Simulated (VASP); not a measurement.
# C (R-3m) in VASP: further runs

C is run at these levels: PBE; tasks: single point.

Program: VASP 6.6.1. These are calculated values, not measurements. Logs are shortened: lines on timing, memory, paths and dates and some standing lists are left out, and cuts for length are marked.

### Step 1. The cell of the first run

It takes space group R-3m (No. 166, trigonal). Conventional cell: a = 2.491 Å, b = 2.491 Å, c = 26.161 Å, α = 90.00°, β = 90.00°, γ = 120.00°. C (site symmetry 3m) has 3 C at 1.44 Å within 1.9 Å. C (site symmetry 3m) has 3 C at 1.44 Å within 1.9 Å.

### Step 2. Single point, PBE (biaxial strain in the a-b plane: +1.0 %, then relaxed in part)

Input file INCAR:

```
SYSTEM = C
ALGO = Normal
EDIFF = 1E-6
ENCUT = 520
GGA = PE
ISIF = 2
ISMEAR = 0
LASPH = .TRUE.
LCHARG = .FALSE.
LREAL = .FALSE.
LWAVE = .FALSE.
NBANDS = 36
NELM = 80
PREC = Accurate
SIGMA = 0.01
```

Input file KPOINTS:

```
k-points
0
G
  18 18 2
  0 0 0
```

Input file POSCAR:

```
C
1.0
    2.4911814209      0.0000000000      0.0000000000
   -1.2455907104      2.1574263959      0.0000000000
    0.0000000000      0.0000000000     26.1611141995
C
12
Direct
    0.0000000000      0.0000000000      0.9174961629
    0.3333333333      0.6666666667      0.9174946327
    0.0000000000      0.0000000000      0.7491720340
    0.3333333333      0.6666666667      0.7491705038
    0.6666666667      0.3333333333      0.2508294962
    0.0000000000      0.0000000000      0.2508279660
    0.6666666667      0.3333333333      0.0825053673
    0.0000000000      0.0000000000      0.0825038371
    0.3333333333      0.6666666667      0.5841628296
    0.6666666667      0.3333333333      0.5841612994
    0.3333333333      0.6666666667      0.4158387006
    0.6666666667      0.3333333333      0.4158371704
```

Potentials or basis: VASP PAW PBE potentials, release 64 (C).

Launch:

```console
$ cat potpaw_PBE.64/C/POTCAR > POTCAR
$ mpirun -np 1 vasp_std > vasp.out
```

OUTCAR:

```text
SYSTEM = C
   EDIFF = 1E-6
   ENCUT = 520
   GGA = PE
   ISIF = 2
   ISMEAR = 0
   LASPH = .TRUE.
   LREAL = .FALSE.
   NELM = 80
   PREC = Accurate

 ion  position               nearest neighbor table
   1  0.000  0.000  0.917-   2 1.44   2 1.44   2 1.44
   2  0.333  0.667  0.917-   1 1.44   1 1.44   1 1.44
   3  0.000  0.000  0.749-   4 1.44   4 1.44   4 1.44
   4  0.333  0.667  0.749-   3 1.44   3 1.44   3 1.44
   5  0.667  0.333  0.251-   6 1.44   6 1.44   6 1.44
   6  0.000  0.000  0.251-   5 1.44   5 1.44   5 1.44
   7  0.667  0.333  0.083-   8 1.44   8 1.44   8 1.44
   8  0.000  0.000  0.083-   7 1.44   7 1.44   7 1.44
   9  0.333  0.667  0.584-  10 1.44  10 1.44  10 1.44
  10  0.667  0.333  0.584-   9 1.44   9 1.44   9 1.44
  11  0.333  0.667  0.416-  12 1.44  12 1.44  12 1.44
  12  0.667  0.333  0.416-  11 1.44  11 1.44  11 1.44

  LATTYP: Found a hexagonal cell.
 ALAT       =     2.4911814209
 C/A-ratio  =    10.5014889642

  Lattice vectors:

 A1 = (   2.4911814209,   0.0000000000,   0.0000000000)
 A2 = (  -1.2455907104,   2.1574263959,   0.0000000000)
 A3 = (   0.0000000000,   0.0000000000,  26.1611141995)

Analysis of symmetry for initial positions (statically):
=====================================================================
 Subroutine PRICEL returns following result:

  LATTYP: Found a trigonal (rhomboedric) cell.
 ALAT       =     8.8381864067
 COS(alpha) =     0.9602758693

  Lattice vectors:

 A1 = (   1.2455907103,  -0.7191421319,  -8.7203713990)
 A2 = (  -1.2455907102,  -0.7191421321,  -8.7203714016)
 A3 = (  -0.0000000001,   1.4382842640,  -8.7203713990)

   3 primitive cells build up your supercell.

 Routine SETGRP: Setting up the symmetry group for a
 hexagonal supercell.

 Subroutine GETGRP returns: Found 12 space group operations
 (whereof 12 operations were pure point group operations)
 out of a pool of 24 trial point group operations.

The static configuration has the point symmetry D_3d.

Analysis of symmetry for dynamics (positions and initial velocities):
=====================================================================
 Subroutine PRICEL returns following result:

  LATTYP: Found a trigonal (rhomboedric) cell.
 ALAT       =     8.8381864067
 COS(alpha) =     0.9602758693

  Lattice vectors:

 A1 = (   1.2455907103,  -0.7191421319,  -8.7203713990)
 A2 = (  -1.2455907102,  -0.7191421321,  -8.7203714016)
 A3 = (  -0.0000000001,   1.4382842640,  -8.7203713990)

   3 primitive cells build up your supercell.

 Routine SETGRP: Setting up the symmetry group for a
 hexagonal supercell.

 Subroutine GETGRP returns: Found 12 space group operations
 (whereof 12 operations were pure point group operations)
 out of a pool of 24 trial point group operations.

The dynamic configuration has the point symmetry D_3d.

 Subroutine INISYM returns: Found 12 space group operations
 (whereof 12 operations are pure point group operations),
 and found     3 'primitive' translations

----------------------------------------------------------------------------------------

                                     Primitive cell

  volume of cell :      46.8680

  direct lattice vectors                    reciprocal lattice vectors
     1.245590710 -0.719142132 -8.720371399     0.401415968 -0.231757617 -0.038224672
    -1.245590710 -0.719142132 -8.720371402    -0.401415967 -0.231757617 -0.038224672
    -0.000000000  1.438284264 -8.720371399     0.000000000  0.463515234 -0.038224672

  length of vectors
     8.838186407  8.838186409  8.838186407     0.465088698  0.465088698  0.465088698

  position of ions in fractional coordinates (direct lattice)
     0.082503837  0.082503837  0.082503837
     0.749172034  0.749172034  0.749172034
     0.250827966  0.250827966  0.250827966
     0.917496163  0.917496163  0.917496163

  ion indices of the primitive-cell ions
   primitive index   ion index
                 1           1
                 2           6
                 3           3
                 4           8

----------------------------------------------------------------------------------------

 KPOINTS: k-points

Automatic generation of k-mesh.
 Grid dimensions read from file:
 generate k-points for:   18   18    2

 Generating k-lattice:

  Cartesian coordinates                     Fractional coordinates (reciprocal lattice)
     0.022300887  0.012875423  0.000000000     0.055555556  0.000000000  0.000000000
     0.000000000  0.025750846  0.000000000     0.000000000  0.055555556  0.000000000
     0.000000000  0.000000000  0.019112336     0.000000000  0.000000000  0.500000000

  Length of vectors
     0.025750846  0.025750846  0.019112336

  Shift w.r.t. Gamma in fractional coordinates (k-lattice)
     0.000000000  0.000000000  0.000000000

 Subroutine IBZKPT returns following result:
 ===========================================

 Found     74 irreducible k-points:

 Following reciprocal coordinates:
            Coordinates               Weight
  0.000000  0.000000  0.000000      1.000000
  0.055556  0.000000  0.000000      6.000000
  0.111111  0.000000  0.000000      6.000000
  0.166667 -0.000000  0.000000      6.000000
  0.222222  0.000000  0.000000      6.000000
  0.277778  0.000000  0.000000      6.000000
[... 16 lines left out ...]
  0.333333  0.111111  0.000000     12.000000
  0.388889  0.111111  0.000000     12.000000
 [... further k-points ...]
   k-points           NKPTS =     74   k-points in BZ     NKDIM =     74   number of bands    NBANDS=     36
   number of dos      NEDOS =    301   number of ions     NIONS =     12
   total plane-waves  NPLWV =  78400
   dimension x,y,z NGX =    20 NGY =   20 NGZ =  196
   dimension x,y,z NGXF=    40 NGYF=   40 NGZF=  392
   ions per type =              12
   NGX,Y,Z   is equivalent  to a cutoff of  13.35, 13.35, 12.46 a.u.
   NGXF,Y,Z  is equivalent  to a cutoff of  26.69, 26.69, 24.91 a.u.
 SYSTEM =  C
   PREC   = accura    normal or accurate (medium, high low for compatibility)
   ISTART =      0    job   : 0-new  1-cont  2-samecut
   ICHARG =      2    charge: 1-file 2-atom 10-const
   ISPIN  =      1    spin polarized calculation?
   LNONCOLLINEAR =      F non collinear calculations
   LSORBIT =      F    spin-orbit coupling
   LASPH  =      T    aspherical Exc in radial PAW
   ENCUT  =  520.0 eV  38.22 Ry    6.18 a.u.   4.63  4.63 48.64*2*pi/ulx,y,z
   NELM   =     80;   NELMIN=  2; NELMDL= -5     # of ELM steps
   EDIFF  = 0.1E-05   stopping-criterion for ELM
   LREAL  =      F    real-space projection
   EDIFFG = 0.1E-04   stopping-criterion for IOM
   NSW    =      0    number of steps for IOM
   IBRION =     -1    ionic relax: 0-MD 1-quasi-New 2-CG
   NFREE  =      0    steps in history (QN), initial steepest desc. (CG)
   ISIF   =      2    stress and relaxation
   ISYM   =      2    0-nonsym 1-usesym 2-fastsym
   POTIM  = 0.5000    time-step for ionic-motion
   TEBEG  =    0.0;   TEEND  =   0.0 temperature during run
   PSTRESS=    0.0 pullay stress
   NELECT =      48.0000    total number of electrons
   NUPDOWN=      -1.0000    fix difference up-down
   EMIN   =  10.00;   EMAX   =-10.00  energy-range for DOS
   EFERMI =   0.00;   METHOD = LEGACY
   ISMEAR =     0;   SIGMA  =   0.01  broadening in eV -4-tet -1-fermi 0-gaus
   EFERMI_NEDOS =   21; number of points for ismear=-14 and -15
   IALGO  =     38    algorithm
   IMIX   =      4    mixing-type and parameters
     AMIX     =   0.40;   BMIX     =  1.00
     AMIX_MAG =   1.60;   BMIX_MAG =  1.00
  volume/ion in A,a.u.               =      11.72        79.07
  Fermi-wavevector in a.u.,A,eV,Ry     =   1.144167  2.162162 17.811631  1.309118
  Thomas-Fermi vector in A             =   2.280860
   LORBIT       =      0    0 simple, 1 ext, 2 COOP (PROOUT), +10 PAW based schemes
   GGA     = PE    functional components
   LHFCALC =     F    Hartree Fock is set to
   AEXX    =    0.0000 exact exchange contribution
   IVDW    =     0    specifies the selected vdW correction
   LEPSILON=     F    determine dielectric tensor
   LRPA    =     F    only Hartree local field effects (RPA)
 non-spin polarized calculation
 Gauss-broadening in eV      SIGMA  =   0.01
  energy-cutoff  :      520.00
  volume of cell :      140.60
 maximum number of plane-waves:      3830
 NGX is ok and might be reduce to    20
   NGX =  9   NGY =  9   NGZ = 97

 number of electron      48.0000001 magnetization

 Free energy of the ion-electron system (eV)
  ---------------------------------------------------
  ext. energy  EPLUGINS =         0.00000000
  ---------------------------------------------------
  free energy    TOTEN  =      -110.64231076 eV

  energy without entropy =     -110.64231073  energy(sigma->0) =     -110.64231074

 E-fermi :   2.4804     XC(G=0):  -8.5343

 val. band max:        2.4504287814   @ k =   0.3333   0.3333   0.0000
 cond. band min:       2.5102862089   @ k =   0.3333   0.3333   0.5000
 fundamental gap:      0.0598574275
 Fermi energy:         2.4803529198

 k-point     1 :       0.0000    0.0000    0.0000
  band No.  band energies     occupation
      1     -16.8109      2.00000
      2     -16.8037      2.00000
      3     -16.8037      2.00000
      4     -16.7888      2.00000
      5     -16.7888      2.00000
      6     -16.7814      2.00000
[... 28 lines left out ...]
     35      10.5931      0.00000
     36      10.5935      0.00000

 k-point     2 :       0.0556    0.0000    0.0000
  band No.  band energies     occupation
      1     -16.7392      2.00000
      2     -16.7320      2.00000
      3     -16.7320      2.00000
      4     -16.7172      2.00000
      5     -16.7171      2.00000
      6     -16.7099      2.00000
[... 28 lines left out ...]
     35      10.8385      0.00000
     36      10.8952      0.00000
[... 817 lines left out ...]
     35      10.9299      0.00000
     36      10.9342      0.00000

 k-point    24 :       0.3889    0.1111    0.0000
  band No.  band energies     occupation
      1     -12.2192      2.00000
      2     -12.2148      2.00000
      3     -12.2144      2.00000
      4     -12.2053      2.00000
      5     -12.2050      2.00000
      6     -12.2005      2.00000
[... 28 lines left out ...]
     35      10.8231      0.00000
     36      10.8383      0.00000

 [... further k-points ...]
[... 5 lines left out ...]
  --------------------------------------------------------------------------------------
  -------------------------------------------------------------------------------------
  Total       -7.5051490     -7.5051490     -0.0405207     -0.0000000      0.0000000     -0.0000000
  in kB      -85.5209109    -85.5209109     -0.4617322     -0.0000000      0.0000000     -0.0000000
  external PRESSURE =     -57.1678513 kB  Pullay stress =       0.0000000 kB

 VOLUME and BASIS-vectors are now :
 -----------------------------------------------------------------------------
  energy-cutoff  :      520.00
  volume of cell :      140.60
      direct lattice vectors                 reciprocal lattice vectors
     2.491181421  0.000000000  0.000000000     0.401415967  0.231757617  0.000000000
    -1.245590710  2.157426396  0.000000000     0.000000000  0.463515234  0.000000000
     0.000000000  0.000000000 26.161114199     0.000000000  0.000000000  0.038224672

 POSITION                                       TOTAL-FORCE (eV/Angst)
 -----------------------------------------------------------------------------------
      0.00000      0.00000     24.00272         0.000000     -0.000000     -0.000020
     -0.00000      1.43828     24.00268         0.000000     -0.000000      0.000008
      0.00000      0.00000     19.59918        -0.000000      0.000000     -0.000008
     -0.00000      1.43828     19.59914        -0.000000      0.000000      0.000020
      1.24559      0.71914      6.56198         0.000000     -0.000000     -0.000020
      0.00000      0.00000      6.56194         0.000000     -0.000000      0.000008
      1.24559      0.71914      2.15843        -0.000000      0.000000     -0.000008
      0.00000      0.00000      2.15839        -0.000000      0.000000      0.000020
     -0.00000      1.43828     15.28235         0.000000     -0.000000     -0.000020
      1.24559      0.71914     15.28231         0.000000     -0.000000      0.000008
     -0.00000      1.43828     10.87880        -0.000000      0.000000     -0.000008
      1.24559      0.71914     10.87876        -0.000000      0.000000      0.000020
 -----------------------------------------------------------------------------------
    total drift:                               -0.000000      0.000000      0.000000

  FREE ENERGIE OF THE ION-ELECTRON SYSTEM (eV)
  ---------------------------------------------------
  free  energy   TOTEN  =      -110.6423107569 eV

  energy  without entropy=     -110.6423107301  energy(sigma->0) =     -110.64231074
```

It took 6.7 min on 1 thread of Intel Xeon 8259CL, shared host; peak memory 0.41 GiB.

Results:

- Free energy: -110.6423 eV
- Pressure: -5.7 GPa

Stress tensor (GPa, compression positive):
```
-8.55  0.00  0.00
 0.00 -8.55  0.00
 0.00  0.00 -0.05
```

Caveat: the cell differs from its parent crystal (biaxial strain in the a-b plane: +1.0 %, then relaxed in part); the stress differs along the axes, from -9 to -0 GPa; this functional lacks dispersion, which binds layers or chains, so the pressure and a relaxed spacing across them are unreliable.

### Step 3. Single point, PBE (biaxial strain in the a-b plane: +3.0 %)

Input file INCAR:

```
PREC = Accurate
ENCUT = 520
EDIFF = 1E-6
ISMEAR = 0
SIGMA = 0.01
LREAL = False
LASPH = True
NELM = 80
ALGO = Normal
ISIF = 2
LWAVE = False
LCHARG = False
GGA = PE
NBANDS = 36
```

Input file KPOINTS:

```
Automatic mesh
0
Gamma
  18 18 2
```

Input file POSCAR:

```
C
1.0
    2.5405117460      0.0000000000      0.0000000000
   -1.2702558730      2.2001477107      0.0000000000
    0.0000000000      0.0000000000     25.2639180448
C
12
Direct
    0.0000000000      0.0000000000      0.9175579045
    0.3333333333      0.6666666667      0.9175563333
    0.0000000000      0.0000000000      0.7491103334
    0.3333333333      0.6666666667      0.7491087622
    0.6666666667      0.3333333333      0.2508912378
    0.0000000000      0.0000000000      0.2508896666
    0.6666666667      0.3333333333      0.0824436667
    0.0000000000      0.0000000000      0.0824420955
    0.3333333333      0.6666666667      0.5842245711
    0.6666666667      0.3333333333      0.5842229999
    0.3333333333      0.6666666667      0.4157770001
    0.6666666667      0.3333333333      0.4157754289
```

Potentials or basis: VASP PAW PBE potentials, release 64 (C).

Launch:

```console
$ cat potpaw_PBE.64/C/POTCAR > POTCAR
$ mpirun -np 1 vasp_std > vasp.out
```

Wall time 7.1 min (1 thread of Intel Xeon 8259CL, shared host); peak memory 0.41 GiB.

The run converged. Its results:

| Property | Result |
| --- | --- |
| Free energy | -110.0572 eV |
| Pressure | -16.7 GPa |

Stress tensor (GPa, compression positive):
```
-25.14   0.00   0.00
  0.00 -25.14   0.00
  0.00   0.00   0.07
```

Caveat: the cell differs from its parent crystal (biaxial strain in the a-b plane: +3.0 %); the stress differs along the axes, from -25 to 0 GPa; this functional lacks dispersion, which binds layers or chains, so the pressure and a relaxed spacing across them are unreliable.

[end of part 1 of 2]
